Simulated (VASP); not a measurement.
Here is a VASP 6.6.1 calculation.

INCAR

```
PREC = Accurate ; ENCUT = 520
EDIFF = 1E-7 ; ISMEAR = -1
SIGMA = 0.05 ; LREAL = F
LASPH = T ; NELM = 80
ALGO = Fast ; ISIF = 2
LWAVE = F ; LCHARG = F
GGA = PE ; NBANDS = 18
```

The input KPOINTS:

```
Automatic mesh
0
Gamma
  11 11 6
```

File POSCAR:

```
Au
1.0
    1.4113099650     -2.5559330250      0.0000000000
    1.4113099650      2.5559330250      0.0000000000
    0.0000000000      0.0000000000      4.8931696100
Au
2
Direct
    0.3346720300      0.6653279700      0.2500000000
    0.6653279700      0.3346720300      0.7500000000
```

Potentials or basis: VASP PAW PBE potentials, release 64 (Au).

The run is started by

```sh
$ cat potpaw_PBE.64/Au/POTCAR > POTCAR
$ mpirun -np 1 vasp_std > vasp.out
```

Q: Estimate the pressure.

A: 2.9 GPa.

Q: Estimate the largest force.

A: 0.025 eV/Å.

Q: Estimate the band gap on the k mesh.

A: Zero (bands 11 and 12 overlap by 6.23 eV).

Forces in eV/Å, atoms in the order of the input:
```
Au   0.000 -0.025  0.000
Au   0.000  0.025  0.000
```

Caveat: spin-orbit coupling is left out, which moves the levels of the heavy elements.
